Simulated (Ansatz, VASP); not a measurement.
# Si3BTe2: VASP beside Ansatz

The input INCAR:

```
ALGO     = Normal         # electronic algorithm
EDIFF    = 1E-7           # SCF threshold, eV
EDIFFG   = -0.04          # ionic threshold
ENCUT    = 600            # plane-wave cutoff, eV
GGA      = PE             # functional
IBRION   = 2              # ionic algorithm
ISIF     = 3              # what is computed and relaxed
ISMEAR   = 0              # smearing method
LASPH    = T              # aspherical terms in the spheres
LCHARG   = F              # write CHGCAR
LREAL    = F              # projectors in reciprocal space
LWAVE    = F              # write WAVECAR
NELM     = 100            # most SCF steps
NSW      = 90             # ionic steps
PREC     = Accurate       # precision mode
SIGMA    = 0.1            # smearing width, eV
```

Contents of KPOINTS:

```
k-points
0
Gamma
  6 6 2
```

The input POSCAR:

```
Si3BTe2
1.0
    3.2136455988      0.0000000000      0.0000000000
    0.0000000000      3.2136455988      0.0000000000
    0.0000000000      0.0000000000     11.1487976765
Si B Te
3 1 2
Direct
    0.0000000000      0.0000000000      0.0000000000
    0.5000000000      0.0000000000      0.8418649196
    0.0000000000      0.5000000000      0.1581350804
    0.5000000000      0.5000000000      0.0000000000
    0.5000000000      0.0000000000      0.3454984985
    0.0000000000      0.5000000000      0.6545015015
```

Input for Ansatz:

```yaml
crystal:
  lattice:
    - [3.2136455988, 0.0, 0.0]
    - [0.0, 3.2136455988, 0.0]
    - [0.0, 0.0, 11.1487976765]
  atoms:
    - { symbol: Si, position: [0.0, 0.0, 0.0] }
    - { symbol: Si, position: [0.5, 0.0, 0.8418649196] }
    - { symbol: Si, position: [0.0, 0.5, 0.1581350804] }
    - { symbol: B, position: [0.5, 0.5, 0.0] }
    - { symbol: Te, position: [0.5, 0.0, 0.3454984985] }
    - { symbol: Te, position: [0.0, 0.5, 0.6545015015] }
basis:
  ecutwfc: 420
kpoints:
  mp_grid: { grid: [6, 6, 2] }
hamiltonian:
  xc: pbe
scf:
  occupations: { method: gaussian, width: 0.1 }
  lower_state_search: "off"
output:
  forces: true
  stress: true
  eigenvalues: true
relax:
  adjacent_minimum: "off"
  f_tol: 0.04
  max_steps: 70
  cell: { stress_tol: 0.4 }
```

Change from the starting cell: species swapped into the Mn3CoAs2 type (P-4m2, No. 115).

Alike in both runs: task relaxation of cell and atoms; functional PBE; k mesh 6 × 6 × 2; occupations gaussian, width 0.1 eV; no spin polarisation.

```csv
,VASP,Ansatz
version,VASP 6.6.1,Ansatz 0.2.0
potentials or method,"VASP PAW PBE potentials, release 64 (Si, B, Te), cutoff 600 eV","scalar-relativistic, plane waves, PAW"
valence electrons in the cell,27,47
```

|  | VASP | Ansatz | Ansatz less VASP |
| --- | --- | --- | --- |
| gap on the k mesh at the Fermi level, each at its own relaxed structure (eV) | none | none | - |
| relaxed volume (Å³/atom) | 19.10 | 19.22 | +0.121 |
| relaxed length of the cell vector where the two differ most in proportion (Å) | 3.342 | 3.353 | +0.0112 |

A gap of «none» marks a metal or a gap that the smearing closes. VASP's potentials hold 27 valence electrons a cell and Ansatz's 47, so a difference there can come from the potentials and not from the codes.

Spin-orbit coupling is off throughout.
